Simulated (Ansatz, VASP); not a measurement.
# Two plane-wave programs on Te6Mo3H

```
Te Mo H
1.0
     3.43343    0.00000    0.00000
    -1.71672    2.97344    0.00000
     0.00000    0.00000   20.77043
Te Mo H
6 3 1
Cartesian
  0.0000 0.0000 18.9546
  0.0000 1.9823 12.2916
  0.0000 1.9823 4.8459
  0.0000 1.9823 15.9246
  0.0000 1.9823 8.4789
  0.0000 0.0000 1.8158
  0.0000 0.0000 14.1063
  0.0000 0.0000 6.6642
  0.0000 1.9823 0.0000
  0.8667 0.6656 1.7795
```

Alike in both runs: task single point; functional PBEsol; dispersion D3(BJ); k mesh 9 × 9 × 2; occupations gaussian, width 0.05 eV; no spin polarisation.

|  | VASP | Ansatz |
| --- | --- | --- |
| version | VASP 6.6.1 | Ansatz 0.2.0 |
| potentials or method | VASP PAW PBE potentials, release 64 (Te, Mo_sv, H), cutoff 400 eV | scalar-relativistic, plane waves, PAW |
| valence electrons in the cell | 79 | 139 |

Ansatz gave:

| Item | Value |
| --- | --- |
| gap on the k mesh at the Fermi level (eV) | none |
| pressure (GPa) | 12.2 |
| traceless stress, the component that is largest in VASP (GPa) | 14.67 |
| rms of the force components (eV/Å) | 9.415 |

Problem. Estimate VASP's values.

Solution. gap on the k mesh at the Fermi level (eV): none; pressure (GPa): 11.7; traceless stress, the component that is largest in VASP (GPa): 14.04; rms of the force components (eV/Å): 9.039.

VASP's potentials were made for PBE, not for PBEsol, and Ansatz warns of the same on its side. Atom by atom the forces differ by 0.377 eV/Å (rms over components). A gap of «none» marks a metal or a gap that the smearing closes. VASP's potentials hold 79 valence electrons a cell and Ansatz's 139, so a difference there can come from the potentials and not from the codes.

Spin-orbit coupling is off throughout.
